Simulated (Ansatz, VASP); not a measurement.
Two plane-wave programs on AlN

Contents of INCAR:

```
SYSTEM = AlN
  ALGO = Normal
  EDIFF = 1E-7
  ENCUT = 520
  GGA = PE
  ISIF = 2
  ISMEAR = 0
  LASPH = .True.
  LCHARG = .True.
  LELF = .True.
  LREAL = .False.
  LVHAR = .True.
  LWAVE = .False.
  NBANDS = 11
  NELM = 60
  PREC = Accurate
  SIGMA = 0.05
```

The input KPOINTS:

```
k-points
0
Gamma
  10 10 10
  0 0 0
```

The input POSCAR:

```
AlN
1.0
   -0.2305570348      2.0750133135      2.0750133135
    2.0750133135     -0.2305570348      2.0750133135
    2.0750133135      2.0750133135     -0.2305570348
Al N
1 1
Direct
    0.0000000000      0.0000000000      0.0000000000
    0.7500000000      0.7500000000      0.7500000000
```

Input for Ansatz:

```yaml
crystal:
  lattice:
    - [-0.2305570348, 2.0750133135, 2.0750133135]
    - [2.0750133135, -0.2305570348, 2.0750133135]
    - [2.0750133135, 2.0750133135, -0.2305570348]
  atoms:
    - { symbol: Al, position: [0.0, 0.0, 0.0] }
    - { symbol: "N", position: [0.75, 0.75, 0.75] }
basis:
  ecutwfc: 420
kpoints:
  mp_grid: { grid: [10, 10, 10] }
hamiltonian:
  xc: pbe
scf:
  occupations: { method: gaussian, width: 0.05 }
output:
  forces: true
  stress: true
  eigenvalues: true
```

Alike in both runs: task single point; functional PBE; k mesh 10 × 10 × 10; occupations gaussian, width 0.05 eV; no spin polarisation.

|  | VASP | Ansatz |
| --- | --- | --- |
| version | VASP 6.6.1 | Ansatz 0.2.0 |
| potentials or method | VASP PAW PBE potentials, release 64 (Al, N), cutoff 520 eV | scalar-relativistic, plane waves, PAW |
| valence electrons in the cell | 8 | 8 |

VASP gave:

```
gap on the k mesh at the Fermi level (eV)                     : 2.69
least direct gap on the mesh (eV)                             : 3.33
pressure (GPa)                                                : 12.7
traceless stress, the component that is largest in VASP (GPa) : 28.39
rms of the force components (eV/Å)                            : 1.930
```

Task: What did Ansatz give for the same quantities?

Result: gap on the k mesh at the Fermi level (eV): 2.71; least direct gap on the mesh (eV): 3.33; pressure (GPa): 12.8; traceless stress, the component that is largest in VASP (GPa): 28.12; rms of the force components (eV/Å): 1.912.

Atom by atom the forces differ by 0.018 eV/Å (rms over components).
